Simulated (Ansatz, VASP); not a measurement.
## Two plane-wave programs on SiGe

Contents of INCAR:

```
PREC = Accurate ; ENCUT = 520
EDIFF = 1E-7 ; ISMEAR = 0
SIGMA = 0.03 ; LREAL = False
LASPH = True ; NELM = 100
ALGO = Normal ; ISIF = 2
LWAVE = False ; LCHARG = False
NBANDS = 26
```

Contents of KPOINTS:

```
Automatic mesh
0
Gamma
  12 12 6
```

POSCAR

```
SiGe
1.0
    3.5419095569      0.0000000000      0.0000000000
   -1.7709547785      3.0673836542      0.0000000000
    0.0000000000      0.0000000000      7.0218356966
Si Ge
2 2
Direct
    0.6666666667      0.3333333333      0.8745031008
    0.3333333333      0.6666666667      0.3745031008
    0.6666666667      0.3333333333      0.5004958992
    0.3333333333      0.6666666667      0.0004958992
```

Input for Ansatz:

```yaml
crystal:
  lattice:
    - [3.5419095569, 0.0, 0.0]
    - [-1.7709547785, 3.0673836542, 0.0]
    - [0.0, 0.0, 7.0218356966]
  atoms:
    - { symbol: Si, position: [0.6666666667, 0.3333333333, 0.8745031008] }
    - { symbol: Si, position: [0.3333333333, 0.6666666667, 0.3745031008] }
    - { symbol: Ge, position: [0.6666666667, 0.3333333333, 0.5004958992] }
    - { symbol: Ge, position: [0.3333333333, 0.6666666667, 0.0004958992] }
basis:
  ecutwfc: 420
kpoints:
  mp_grid: { grid: [12, 12, 6] }
hamiltonian:
  xc: lda
  pseudopotentials: { kind: paw, azcp: { folder: soft_1 } }
scf:
  occupations: { method: gaussian, width: 0.03 }
output:
  forces: true
  stress: true
  eigenvalues: true
```

Alike in both runs: task single point; functional LDA; k mesh 12 × 12 × 6; occupations gaussian, width 0.03 eV; no spin polarisation.

|  | VASP | Ansatz |
| --- | --- | --- |
| version | VASP 6.6.1 | Ansatz 0.2.0 |
| potentials or method | VASP PAW LDA potentials, release 64 (Si, Ge_d), cutoff 520 eV | scalar-relativistic, plane waves, PAW |
| valence electrons in the cell | 36 | 36 |

|  | VASP | Ansatz | Ansatz less VASP |
| --- | --- | --- | --- |
| gap on the k mesh at the Fermi level (eV) | none | none | - |
| pressure (GPa) | 13.3 | 13.1 | -0.13 |
| traceless stress, the component that is largest in VASP (GPa) | -23.49 | -23.37 | +0.119 |
| rms of the force components (eV/Å) | 0.975 | 0.969 | -0.0064 |

Ansatz warns that its potentials were made for another functional, while VASP's fit it. LDA's correlation is that of Perdew and Zunger in VASP and of Perdew and Wang (1992) in Ansatz. Atom by atom the forces differ by 0.006 eV/Å (rms over components). A gap of «none» marks a metal or a gap that the smearing closes.
